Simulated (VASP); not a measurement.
A run of VASP 6.6.1 is set up as follows.

File INCAR:

```
PREC     = Accurate       # precision mode
ENCUT    = 520            # plane-wave cutoff, eV
EDIFF    = 1E-7           # SCF threshold, eV
ISMEAR   = 0              # smearing method
SIGMA    = 0.020999999999999998 # smearing width, eV
LREAL    = False          # projectors in reciprocal space
LASPH    = True           # aspherical terms in the spheres
NELM     = 100            # most SCF steps
ALGO     = Normal         # electronic algorithm
ISIF     = 2              # what is computed and relaxed
LWAVE    = False          # write WAVECAR
LCHARG   = False          # write CHGCAR
GGA      = PE             # functional
NBANDS   = 14             # bands
```

Contents of KPOINTS:

```
Automatic mesh
0
Gamma
  8 8 8
```

Contents of POSCAR:

```
NaCl
1.0
    3.5021900000      0.0000000000      0.0000000000
    0.0000000000      3.5021900000      0.0000000000
    0.0000000000      0.0000000000      3.5021900000
Cl Na
1 1
Direct
    0.5000000000      0.5000000000      0.5000000000
    0.0000000000      0.0000000000      0.0000000000
```

Potentials or basis: VASP PAW PBE potentials, release 64 (Cl, Na_pv).

Command:

```bash
$ cat potpaw_PBE.64/Cl/POTCAR potpaw_PBE.64/Na_pv/POTCAR > POTCAR
$ mpirun -np 1 vasp_std > vasp.out
```

(1) Estimate the band gap on the k mesh.

(2) Predict the pressure.

## Answers

(1) 3.98 eV (least direct gap 4.47 eV).

(2) 0.1 GPa.
